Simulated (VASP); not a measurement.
Wanted: the native input for a VASP 6.6.1 run.

```yaml
Task: single point
Functional: r2SCAN
Dispersion: D3(BJ)
Potentials_or_basis: VASP PAW PBE potentials, release 64 (Hf_pv, C)
Cutoff: 520 eV
k_mesh: 12 × 12 × 12
Occupations: gaussian, width 0.05 eV
Spin: no spin polarisation
Dipole_correction: no
Further_INCAR_settings: ALGO = Normal; EDIFF = 1e-06; NBANDS = 14
```

The system is HfC.

```
Hf C
1.0
     3.22835    0.00000    0.00000
    -1.61417    2.79583    0.00000
     0.00000    0.00000    2.89901
Hf C
1 1
Direct
  0.00000 0.00000 0.00000
  0.66667 0.33333 0.50000
```

The input as run:

POSCAR

```
HfC
1.0
    3.2283481484      0.0000000000      0.0000000000
   -1.6141740742      2.7958315087      0.0000000000
    0.0000000000      0.0000000000      2.8990069144
Hf C
1 1
Direct
    0.0000000000      0.0000000000      0.0000000000
    0.6666666667      0.3333333333      0.5000000000
```

INCAR.step1

```
PREC     = Accurate       # precision mode
ENCUT    = 520            # plane-wave cutoff, eV
ISMEAR   = 0              # smearing method
SIGMA    = 0.05           # smearing width, eV
LREAL    = False          # projectors in reciprocal space
LASPH    = True           # aspherical terms in the spheres
NELM     = 60             # most SCF steps
NBANDS   = 14             # bands
GGA      = PE             # functional
ALGO     = Normal         # electronic algorithm
EDIFF    = 1E-4           # SCF threshold, eV
LWAVE    = True           # write WAVECAR
LCHARG   = False          # write CHGCAR
```

INCAR.step2

```
PREC     = Accurate       # precision mode
ENCUT    = 520            # plane-wave cutoff, eV
EDIFF    = 1E-6           # SCF threshold, eV
ISMEAR   = 0              # smearing method
SIGMA    = 0.05           # smearing width, eV
LREAL    = False          # projectors in reciprocal space
LASPH    = True           # aspherical terms in the spheres
NELM     = 60             # most SCF steps
ALGO     = Normal         # electronic algorithm
ISIF     = 2              # what is computed and relaxed
LWAVE    = False          # write WAVECAR
LCHARG   = False          # write CHGCAR
METAGGA  = R2SCAN         # meta-GGA
LMIXTAU  = True         
IVDW     = 12             # dispersion correction
VDW_S6   = 1.0          
VDW_S8   = 0.78981345   
VDW_A1   = 0.49484001   
VDW_A2   = 5.73083694   
NBANDS   = 14             # bands
ISTART   = 1
```

KPOINTS

```
Automatic mesh
0
Gamma
  12 12 12
```

Potentials or basis: VASP PAW PBE potentials, release 64 (Hf_pv, C).

The run is started by

```bash
$ cat potpaw_PBE.64/Hf_pv/POTCAR potpaw_PBE.64/C/POTCAR > POTCAR
$ cp INCAR.step1 INCAR
$ mpirun -np 1 vasp_std > vasp.out
$ cp INCAR.step2 INCAR
$ mpirun -np 1 vasp_std > vasp.out
```

It gave:

```yaml
Pressure: -3.2 GPa
Band_gap_on_the_k_mesh: zero (bands 7 and 8 overlap by 0.10 eV)
Dispersion_energy_per_atom: -0.163 eV
```

Caveat: three body term missing; the cell stands under tension; the PAW data sets were made with another functional, which shifts forces and pressure a little; spin-orbit coupling is left out, which moves the levels of the heavy elements.

Wall time 2.9 min on 1 thread of Intel Xeon 8259CL, with other jobs on the host, peak memory 0.19 GiB.
